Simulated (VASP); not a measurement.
## PdC18: single point with PBE

System: PdC18, a slab with vacuum.

```
C Pd
1.0
     7.39800    0.00000    0.00000
    -3.69900    6.40686    0.00000
     0.00000    0.00000   12.00000
C Pd
18 1
Direct
  0.00623 0.00531 0.08127
  0.22854 0.11589 0.08129
  0.00644 0.33899 0.07972
  0.22880 0.44920 0.07881
  0.00598 0.67201 0.07880
  0.22833 0.78222 0.07972
  0.33723 0.00442 0.08431
  0.56109 0.11690 0.09226
  0.33942 0.33855 0.08086
  0.56211 0.44945 0.08133
  0.33900 0.67153 0.07969
  0.56121 0.78045 0.08426
  0.67369 0.00430 0.09223
  0.89756 0.11679 0.08427
  0.67357 0.34074 0.08430
  0.89578 0.44967 0.07970
  0.67266 0.67175 0.08130
  0.89535 0.78266 0.08082
  0.61755 0.06052 0.26256
```

```
Program                : VASP 6.6.1
Task                   : single point
Functional             : PBE
Potentials or basis    : VASP PAW PBE potentials, release 64 (C, Pd)
Cutoff                 : 520 eV
k mesh                 : 2 × 2 × 1
Occupations            : fermi-dirac, width 0.05 eV
Spin                   : no spin polarisation
Dipole correction      : no
Further INCAR settings : LREAL = Auto; ALGO = Normal; EDIFF = 1e-06; NBANDS = 56
```

* Largest force: 0.018 eV/Å
* Band gap on the k mesh: 0.07 eV

Forces on the atoms (eV/Å):
```
C    0.001  0.002 -0.003
C   -0.004  0.006  0.000
C    0.006  0.001 -0.002
C   -0.006  0.001 -0.002
C    0.005  0.003 -0.004
C   -0.004 -0.006 -0.004
C    0.012  0.002 -0.005
C   -0.006  0.002  0.001
C    0.007  0.004  0.009
C   -0.009 -0.006 -0.006
C    0.003  0.004  0.006
C   -0.001  0.000 -0.001
C    0.015 -0.009 -0.003
C   -0.009 -0.002  0.000
C   -0.001 -0.001 -0.004
C    0.001  0.000  0.004
C    0.004  0.003 -0.006
C   -0.011 -0.002  0.002
Pd  -0.001  0.000  0.018
```

Levels at points of the mesh, in eV from the valence-band top:
| k point | band 37 | band 38 | band 39 | band 40 | band 41 | band 42 | band 43 | band 44 | band 45 | band 46 |
| --- | --- | --- | --- | --- | --- | --- | --- | --- | --- | --- |
| (0.00, 0.00, 0.00) | -1.67 | -1.50 | -1.48 | -0.11 | 0.00 | 0.07 | 0.26 | 0.89 | 3.40 | 4.13 |
| (0.50, 0.00, 0.00) | -1.62 | -1.55 | -1.49 | -1.32 | -1.09 | 0.94 | 1.61 | 2.39 | 2.41 | 2.41 |
| (0.00, 0.50, 0.00) | -1.62 | -1.55 | -1.49 | -1.32 | -1.09 | 0.94 | 1.61 | 2.39 | 2.41 | 2.41 |
| (0.50, 0.50, 0.00) | -1.64 | -1.56 | -1.28 | -1.26 | -1.25 | 0.86 | 1.63 | 2.31 | 2.39 | 2.47 |

Wall time 5 min on 1 thread of Intel(R) Xeon(R) Platinum 8259CL CPU @ 2.50GHz (Skylake/Cascade Lake), on a shared host, peak memory 0.59 GiB.

Caveat: the k points lie up to 0.49 Å⁻¹ apart.
